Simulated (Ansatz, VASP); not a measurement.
**Two plane-wave programs on As**

```
As
1.0
     3.72800    0.00000    0.00000
    -1.86400    3.22854    0.00000
     0.00000    0.00000   28.00000
As
2
Direct
  0.33333 0.66667 0.53725
  0.66667 0.33333 0.46275
```

Alike in both runs: task single point; functional PBE; k mesh 9 × 9 × 1; occupations gaussian, width 0.02 eV; no spin polarisation.

|  | VASP | Ansatz |
| --- | --- | --- |
| version | VASP 6.6.1 | Ansatz 0.2.0 |
| potentials or method | VASP PAW PBE potentials, release 64 (As), cutoff 520 eV | scalar-relativistic, plane waves, PAW |
| valence electrons in the cell | 10 | 30 |

```csv
,VASP,Ansatz,Ansatz less VASP
rms of the force components (eV/Å),2.132,2.132,-0.0002
```

Atom by atom the forces differ by 0.000 eV/Å (rms over components). With one functional, cell and mesh, what is left measures potentials, basis and numerics. VASP's potentials hold 10 valence electrons a cell and Ansatz's 30, so a difference there can come from the potentials and not from the codes.
